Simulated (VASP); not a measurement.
Wanted: the native input for a VASP 6.6.1 run.

| Item | Value |
| --- | --- |
| Task | single point |
| Functional | revPBE |
| Potentials or basis | VASP PAW PBE potentials, release 64 (Sn_d) |
| Cutoff | 520 eV |
| k mesh | 13 × 13 × 13 |
| Occupations | fermi-dirac, width 0.1 eV |
| Spin | no spin polarisation |
| Dipole correction | no |
| Further INCAR settings | ALGO = Normal; EDIFF = 1e-06; NBANDS = 21 |

The structure of Sn lies in POSCAR:

```
Sn
1.0
    0.0000000000      3.4436744308      3.4436744308
    3.4436744308      0.0000000000      3.4436744308
    3.4436744308      3.4436744308      0.0000000000
Sn
2
Direct
    0.5000000000      0.5000000000      0.5000000000
    0.7500000000      0.7500000000      0.7500000000
```

This isn't the form of Sn at room conditions, which is tetragonal (white tin).

One way to write it, as run:

INCAR

```
PREC     = Accurate       # precision mode
ENCUT    = 520            # plane-wave cutoff, eV
EDIFF    = 1E-6           # SCF threshold, eV
ISMEAR   = -1             # smearing method
SIGMA    = 0.1            # smearing width, eV
LREAL    = False          # projectors in reciprocal space
LASPH    = True           # aspherical terms in the spheres
NELM     = 100            # most SCF steps
ALGO     = Normal         # electronic algorithm
ISIF     = 2              # what is computed and relaxed
LWAVE    = False          # write WAVECAR
LCHARG   = True           # write CHGCAR
GGA      = RE             # functional
LELF     = True           # ELF
LVHAR    = True         
NBANDS   = 21             # bands
```

KPOINTS

```
regular mesh
0
Gamma
  13 13 13
```

Potentials or basis: VASP PAW PBE potentials, release 64 (Sn_d).

Run with:

```bash
$ cat potpaw_PBE.64/Sn_d/POTCAR > POTCAR
$ mpirun -np 1 vasp_std > vasp.out
```

It gave:

| Quantity | Value |
| --- | --- |
| Pressure | -2.1 GPa |
| Band gap on the k mesh | zero (bands 14 and 15 overlap by 0.32 eV) |

Caveat: the PAW data sets were made with another functional, which shifts forces and pressure a little; spin-orbit coupling is left out, which moves the levels of the heavy elements.

It took 82 s on 1 thread of AMD EPYC 7R13 Processor (Zen 3), with other jobs on the host, peak memory 0.24 GiB.
